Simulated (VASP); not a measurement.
BN:

```
CELL_PARAMETERS angstrom
0.00000 1.80483 1.80483
1.80483 0.00000 1.80483
1.80483 1.80483 0.00000
ATOMIC_POSITIONS crystal
B 0.00000 0.00000 0.00000
N 0.25000 0.25000 0.25000
```

Base run:

| Property | Result |
| --- | --- |
| Program | VASP 6.6.1 |
| Functional | PBE |
| Potentials or basis | VASP PAW PBE potentials, release 64 (B, N) |
| Cutoff | 520 eV |
| k mesh | 10 × 10 × 10 |
| Occupations | gaussian, width 0.01 eV |
| Spin | no spin polarisation |

Its results: band gap on the k mesh 4.46 eV, indirect (least direct gap 8.84 eV); pressure 5.0 GPa.

Task: After a change of settings the same cell gave: band gap on the k mesh 5.78 eV, indirect (least direct gap 10.58 eV); pressure -3.9 GPa. Which change was it?
A. functional from PBE to HSE06; k mesh from 10 × 10 × 10 to 6 × 6 × 6
B. k mesh from 10 × 10 × 10 to 8 × 8 × 8; further incar settings from ALGO = Normal; EDIFF = 1e-06; NBANDS = 11 to ALGO = Normal; EDIFF = 1e-07; NBANDS = 11
C. functional from PBE to r2SCAN

Result: A.

Caveats: some runs use coarse meshes; the PAW data sets were made with another functional, which shifts forces and pressure a little (some runs).
